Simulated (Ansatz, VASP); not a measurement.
# WSe2: VASP beside Ansatz

```
CELL_PARAMETERS angstrom
3.35939 -0.01157 0.01964
-1.68972 2.87642 -0.00832
0.09863 0.00872 16.79837
ATOMIC_POSITIONS crystal
W 0.99880 0.01776 0.99976
Se 0.32720 0.65030 0.09954
Se 0.34066 0.66527 0.90070
```

Change from the starting cell: all atoms moved at random (sigma 0.03 Å a component), cell strained at random (sigma 0.01).

Alike in both runs: task single point; functional PBEsol; k mesh 12 × 12 × 2; occupations gaussian, width 0.05 eV; no spin polarisation.

|  | VASP | Ansatz |
| --- | --- | --- |
| version | VASP 6.6.1 | Ansatz 0.2.0 |
| potentials or method | VASP PAW PBE potentials, release 64 (W_sv, Se), cutoff 520 eV | scalar-relativistic, plane waves, PAW |
| valence electrons in the cell | 26 | 46 |

```tsv
	VASP	Ansatz	Ansatz less VASP
gap on the k mesh at the Fermi level (eV)	1.47	1.47	+0.003
least direct gap on the mesh (eV)	1.47	1.47	+0.003
rms of the force components (eV/Å)	0.702	0.702	+0.0001
```

VASP's potentials were made for PBE, not for PBEsol. Atom by atom the forces differ by 0.026 eV/Å (rms over components). With one functional, cell and mesh, what is left measures potentials, basis and numerics. VASP's potentials hold 26 valence electrons a cell and Ansatz's 46, so a difference there can come from the potentials and not from the codes.

Spin-orbit coupling is off throughout.
